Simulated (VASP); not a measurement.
# WC4 (P-43m) in VASP: single point with PBE

Aim: the single point of WC4 with PBE.

All numbers are computed with VASP 6.6.1; they aren't measurements. Logs are shortened: lines on timing, memory, paths and dates and some standing lists are left out, and cuts for length are marked.

## 1. The cell of the first run

Symmetry: P-43m, No. 215, cubic system. The conventional cell has a = 3.543 Å, b = 3.543 Å, c = 3.543 Å, α = 90.00°, β = 90.00°, γ = 90.00°. W (site symmetry -43m) has 16 C at 2.12 to 2.89 Å within 2.9 Å. Within 2.2 Å of C (site symmetry 3m) lie 3 C at 1.55 Å and 1 W at 2.12 Å.

The cell was built from a structure type or drawn by symmetry, and may not be a known phase.

## 2. Single point, PBE

INCAR

```
  PREC = Accurate
  ENCUT = 910
  EDIFF = 1E-6
  ISMEAR = 0
  SIGMA = 0.1
  LREAL = False
  LASPH = True
  NELM = 120
  ALGO = Normal
  ISIF = 2
  LWAVE = False
  LCHARG = True
  GGA = PE
  LELF = True
  LVHAR = True
  NBANDS = 23
  GGA_COMPAT = False
```

KPOINTS

```
regular mesh
0
Gamma
  10 10 10
```

POSCAR

```
WC4
1.0
    3.5432537259      0.0000000000      0.0000000000
    0.0000000000      3.5432537259      0.0000000000
    0.0000000000      0.0000000000      3.5432537259
W C
1 4
Direct
    0.0000000000      0.0000000000      0.0000000000
    0.3457843590      0.3457843590      0.3457843590
    0.6542156410      0.6542156410      0.3457843590
    0.3457843590      0.6542156410      0.6542156410
    0.6542156410      0.3457843590      0.6542156410
```

Potentials or basis: VASP PAW PBE potentials, release 64 (W_sv, C_h).

The run is started by

```
$ cat potpaw_PBE.64/W_sv/POTCAR potpaw_PBE.64/C_h/POTCAR > POTCAR
$ mpirun -np 1 vasp_std > vasp.out
```

OUTCAR:

```text
PREC = Accurate
   ENCUT = 910
   EDIFF = 1E-6
   ISMEAR = 0
   LREAL = False
   LASPH = True
   NELM = 120
   ISIF = 2
   GGA = PE

 ion  position               nearest neighbor table
   1  0.000  0.000  0.000-   2 2.12   3 2.12   4 2.12   5 2.12
   2  0.346  0.346  0.346-   1 2.12
   3  0.654  0.654  0.346-   1 2.12
   4  0.346  0.654  0.654-   1 2.12
   5  0.654  0.346  0.654-   1 2.12

  LATTYP: Found a simple cubic cell.
 ALAT       =     3.5432537259

  Lattice vectors:

 A1 = (   3.5432537259,   0.0000000000,   0.0000000000)
 A2 = (   0.0000000000,   3.5432537259,   0.0000000000)
 A3 = (   0.0000000000,   0.0000000000,   3.5432537259)

Analysis of symmetry for initial positions (statically):
=====================================================================
 Subroutine PRICEL returns:
 Original cell was already a primitive cell.

 Routine SETGRP: Setting up the symmetry group for a
 simple cubic supercell.

 Subroutine GETGRP returns: Found 24 space group operations
 (whereof 24 operations were pure point group operations)
 out of a pool of 48 trial point group operations.

The static configuration has the point symmetry T_d .

Analysis of symmetry for dynamics (positions and initial velocities):
=====================================================================
 Subroutine PRICEL returns:
 Original cell was already a primitive cell.

 Routine SETGRP: Setting up the symmetry group for a
 simple cubic supercell.

 Subroutine GETGRP returns: Found 24 space group operations
 (whereof 24 operations were pure point group operations)
 out of a pool of 48 trial point group operations.

The dynamic configuration has the point symmetry T_d .

 Subroutine INISYM returns: Found 24 space group operations
 (whereof 24 operations are pure point group operations),
 and found     1 'primitive' translations

----------------------------------------------------------------------------------------

                                     Primitive cell

  volume of cell :      44.4843

  direct lattice vectors                    reciprocal lattice vectors
     3.543253726  0.000000000  0.000000000     0.282226472  0.000000000  0.000000000
     0.000000000  3.543253726  0.000000000     0.000000000  0.282226472  0.000000000
     0.000000000  0.000000000  3.543253726     0.000000000  0.000000000  0.282226472

  length of vectors
     3.543253726  3.543253726  3.543253726     0.282226472  0.282226472  0.282226472

  position of ions in fractional coordinates (direct lattice)
     0.000000000  0.000000000  0.000000000
     0.345784359  0.345784359  0.345784359
     0.654215641  0.654215641  0.345784359
     0.345784359  0.654215641  0.654215641
     0.654215641  0.345784359  0.654215641

  ion indices of the primitive-cell ions
   primitive index   ion index
                 1           1
                 2           2
                 3           3
                 4           4
                 5           5

----------------------------------------------------------------------------------------

 KPOINTS: regular mesh

Automatic generation of k-mesh.
 Grid dimensions read from file:
 generate k-points for:   10   10   10

 Generating k-lattice:

  Cartesian coordinates                     Fractional coordinates (reciprocal lattice)
     0.028222647  0.000000000  0.000000000     0.100000000  0.000000000  0.000000000
     0.000000000  0.028222647  0.000000000     0.000000000  0.100000000  0.000000000
     0.000000000  0.000000000  0.028222647     0.000000000  0.000000000  0.100000000

  Length of vectors
     0.028222647  0.028222647  0.028222647

  Shift w.r.t. Gamma in fractional coordinates (k-lattice)
     0.000000000  0.000000000  0.000000000

 Subroutine IBZKPT returns following result:
 ===========================================

 Found     56 irreducible k-points:

 Following reciprocal coordinates:
            Coordinates               Weight
  0.000000  0.000000  0.000000      1.000000
  0.100000  0.000000  0.000000      6.000000
  0.200000  0.000000  0.000000      6.000000
  0.300000  0.000000  0.000000      6.000000
  0.400000  0.000000  0.000000      6.000000
  0.500000  0.000000  0.000000      3.000000
[... 16 lines left out ...]
  0.200000  0.100000  0.100000     24.000000
  0.300000  0.100000  0.100000     24.000000
 [... further k-points ...]
   k-points           NKPTS =     56   k-points in BZ     NKDIM =     56   number of bands    NBANDS=     23
   number of dos      NEDOS =    301   number of ions     NIONS =      5
   total plane-waves  NPLWV =  46656
   dimension x,y,z NGX =    36 NGY =   36 NGZ =   36
   dimension x,y,z NGXF=    72 NGYF=   72 NGZF=   72
   ions per type =               1   4
   NGX,Y,Z   is equivalent  to a cutoff of  16.89, 16.89, 16.89 a.u.
   NGXF,Y,Z  is equivalent  to a cutoff of  33.78, 33.78, 33.78 a.u.
 SYSTEM =  unknown system
   PREC   = accura    normal or accurate (medium, high low for compatibility)
   ISTART =      0    job   : 0-new  1-cont  2-samecut
   ICHARG =      2    charge: 1-file 2-atom 10-const
   ISPIN  =      1    spin polarized calculation?
   LNONCOLLINEAR =      F non collinear calculations
   LSORBIT =      F    spin-orbit coupling
   LASPH  =      T    aspherical Exc in radial PAW
   ENCUT  =  910.0 eV  66.88 Ry    8.18 a.u.   8.72  8.72  8.72*2*pi/ulx,y,z
   NELM   =    120;   NELMIN=  2; NELMDL= -5     # of ELM steps
   EDIFF  = 0.1E-05   stopping-criterion for ELM
   LREAL  =      F    real-space projection
   EDIFFG = 0.1E-04   stopping-criterion for IOM
   NSW    =      0    number of steps for IOM
   IBRION =     -1    ionic relax: 0-MD 1-quasi-New 2-CG
   NFREE  =      0    steps in history (QN), initial steepest desc. (CG)
   ISIF   =      2    stress and relaxation
   ISYM   =      2    0-nonsym 1-usesym 2-fastsym
   POTIM  = 0.5000    time-step for ionic-motion
   TEBEG  =    0.0;   TEEND  =   0.0 temperature during run
   PSTRESS=    0.0 pullay stress
   NELECT =      30.0000    total number of electrons
   NUPDOWN=      -1.0000    fix difference up-down
   EMIN   =  10.00;   EMAX   =-10.00  energy-range for DOS
   EFERMI =   0.00;   METHOD = LEGACY
   ISMEAR =     0;   SIGMA  =   0.10  broadening in eV -4-tet -1-fermi 0-gaus
   EFERMI_NEDOS =   21; number of points for ismear=-14 and -15
   IALGO  =     38    algorithm
   IMIX   =      4    mixing-type and parameters
     AMIX     =   0.40;   BMIX     =  1.00
     AMIX_MAG =   1.60;   BMIX_MAG =  1.00
  volume/ion in A,a.u.               =       8.90        60.04
  Fermi-wavevector in a.u.,A,eV,Ry     =   1.435643  2.712971 28.042555  2.061070
  Thomas-Fermi vector in A             =   2.554919
   LORBIT       =      0    0 simple, 1 ext, 2 COOP (PROOUT), +10 PAW based schemes
   GGA     = PE    functional components
   LHFCALC =     F    Hartree Fock is set to
   AEXX    =    0.0000 exact exchange contribution
   IVDW    =     0    specifies the selected vdW correction
   LEPSILON=     F    determine dielectric tensor
   LRPA    =     F    only Hartree local field effects (RPA)
 non-spin polarized calculation
 Gauss-broadening in eV      SIGMA  =   0.10
  energy-cutoff  :      910.00
  volume of cell :       44.48
 maximum number of plane-waves:      2800
 NGX is ok and might be reduce to    36
   NGX = 17   NGY = 17   NGZ = 17

 number of electron      30.0000000 magnetization

 Free energy of the ion-electron system (eV)
  ---------------------------------------------------
  ext. energy  EPLUGINS =         0.00000000
  ---------------------------------------------------
  free energy    TOTEN  =       -40.29996157 eV

  energy without entropy =      -40.29317590  energy(sigma->0) =      -40.29656873

 E-fermi :   9.8832     XC(G=0): -12.6880

 val. band max:        9.8741806827   @ k =   0.5000   0.5000   0.1000
 cond. band min:       9.9074948236   @ k =   0.5000   0.2000   0.0000
 fundamental gap:      0.0333141409
 Fermi energy:         9.8832013221

 k-point     1 :       0.0000    0.0000    0.0000
  band No.  band energies     occupation
      1     -65.5733      2.00000
      2     -29.7302      2.00000
      3     -29.7302      2.00000
      4     -29.7302      2.00000
      5     -11.6509      2.00000
      6      -0.3654      2.00000
[... 15 lines left out ...]
     22      14.2284      0.00000
     23      18.7433      0.00000

 k-point     2 :       0.1000    0.0000    0.0000
  band No.  band energies     occupation
      1     -65.5731      2.00000
      2     -29.7369      2.00000
      3     -29.7296      2.00000
      4     -29.7296      2.00000
      5     -11.6139      2.00000
      6      -0.8202      2.00000
[... 15 lines left out ...]
     22      14.7279      0.00000
     23      17.8859      0.00000

 k-point     3 :       0.2000    0.0000    0.0000
  band No.  band energies     occupation
      1     -65.5727      2.00000
      2     -29.7543      2.00000
      3     -29.7280      2.00000
      4     -29.7280      2.00000
      5     -11.5140      2.00000
      6      -1.6811      2.00000
[... 15 lines left out ...]
     22      15.6960      0.00000
     23      16.8591      0.00000
[... 495 lines left out ...]
 k-point    23 :       0.2000    0.1000    0.1000
  band No.  band energies     occupation
      1     -65.5724      2.00000
      2     -29.7529      2.00000
      3     -29.7341      2.00000
      4     -29.7337      2.00000
      5     -11.4513      2.00000
      6      -1.6379      2.00000
[... 15 lines left out ...]
     22      16.1900      0.00000
     23      16.9786      0.00000

 k-point    24 :       0.3000    0.1000    0.1000
  band No.  band energies     occupation
      1     -65.5719      2.00000
      2     -29.7741      2.00000
      3     -29.7320      2.00000
      4     -29.7316      2.00000
      5     -11.3309      2.00000
      6      -2.3262      2.00000
[... 15 lines left out ...]
     22      16.5620      0.00000
     23      16.9385      0.00000

 [... further k-points ...]

------------------------ aborting loop because EDIFF is reached ----------------------------------------

  FORCE on cell =-STRESS in cart. coord.  units (eV):
  Direction    XX          YY          ZZ          XY          YZ          ZX
  --------------------------------------------------------------------------------------
  -------------------------------------------------------------------------------------
  Total        0.0498641      0.0498641      0.0498641      0.0000000      0.0000000     -0.0000000
  in kB        1.7959402      1.7959402      1.7959402      0.0000000      0.0000000     -0.0000000
  external PRESSURE =       1.7959402 kB  Pullay stress =       0.0000000 kB

 VOLUME and BASIS-vectors are now :
 -----------------------------------------------------------------------------
  energy-cutoff  :      910.00
  volume of cell :       44.48
      direct lattice vectors                 reciprocal lattice vectors
     3.543253726  0.000000000  0.000000000     0.282226472  0.000000000  0.000000000
     0.000000000  3.543253726  0.000000000     0.000000000  0.282226472  0.000000000
     0.000000000  0.000000000  3.543253726     0.000000000  0.000000000  0.282226472

 POSITION                                       TOTAL-FORCE (eV/Angst)
 -----------------------------------------------------------------------------------
      0.00000      0.00000      0.00000         0.000000      0.000000      0.000000
      1.22520      1.22520      1.22520         0.002039      0.002039      0.002039
      2.31805      2.31805      1.22520        -0.002039     -0.002039      0.002039
      1.22520      2.31805      2.31805         0.002039     -0.002039     -0.002039
      2.31805      1.22520      2.31805        -0.002039      0.002039     -0.002039
 -----------------------------------------------------------------------------------
    total drift:                                0.000000      0.000000     -0.000000

  FREE ENERGIE OF THE ION-ELECTRON SYSTEM (eV)
  ---------------------------------------------------
  free  energy   TOTEN  =       -40.2999615689 eV

  energy  without entropy=      -40.2931759002  energy(sigma->0) =      -40.29656873
```

Run time: 88 s. Hardware: 1 thread of Intel Xeon Platinum 8488C (Sapphire Rapids), shared host; peak memory 0.27 GiB.

Results:

- Free energy: -40.3000 eV
- Pressure: 0.2 GPa
- Largest force: 0.004 eV/Å
- Band gap on the k mesh: zero (bands 15 and 16 overlap by 0.94 eV)

Forces in eV/Å, atoms in the order of the input:
```
W    0.000  0.000  0.000
C    0.002  0.002  0.002
C   -0.002 -0.002  0.002
C    0.002 -0.002 -0.002
C   -0.002  0.002 -0.002
```

Caveat: the cutoff is under 1.25 times the usual one of these potentials, so pressure, stress and relaxed cells hold a basis-set (Pulay) error; spin-orbit coupling is left out, which moves the levels of the heavy elements.
